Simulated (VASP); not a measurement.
**Cd: single point with LDA**

Crystal: Cd.

```
Cd
1.0
     0.00000    2.09190    2.09190
     2.09190    0.00000    2.09190
     2.09190    2.09190    0.00000
Cd
1
Direct
  0.00000 0.00000 0.00000
```

```
Program             : VASP 6.6.1
Task                : single point
Functional          : LDA
Potentials or basis : VASP PAW LDA potentials, release 64 (Cd)
Cutoff              : 520 eV
k mesh              : 16 × 16 × 16
Occupations         : fermi-dirac, width 0.08 eV
Spin                : no spin polarisation
```

```yaml
Pressure: 8.5 GPa
Band_gap_on_the_k_mesh: zero (band 6 reaches 6.22 eV, above the bottom of band 7 at 3.00 eV)
```

Levels at points of the mesh, in eV from the Fermi level:
| k point | band 2 | band 3 | band 4 | band 5 | band 6 | band 7 | band 8 | band 9 | band 10 | band 11 |
| --- | --- | --- | --- | --- | --- | --- | --- | --- | --- | --- |
| (0.00, 0.00, 0.00) | -9.71 | -9.71 | -9.71 | -9.04 | -9.04 | 14.50 | 16.56 | 16.56 | 16.56 | 20.46 |
| (0.50, 0.00, 0.00) | -9.71 | -9.71 | -8.50 | -8.50 | -3.14 | -1.08 | 13.56 | 14.03 | 14.03 | 18.22 |
| (0.50, 0.50, 0.00) | -10.61 | -8.53 | -8.36 | -8.36 | -1.38 | 2.02 | 7.28 | 7.28 | 12.44 | 12.74 |

Run time: 14 s on 1 thread of Intel Xeon 6975P-C, on a shared host, peak memory 0.15 GiB.
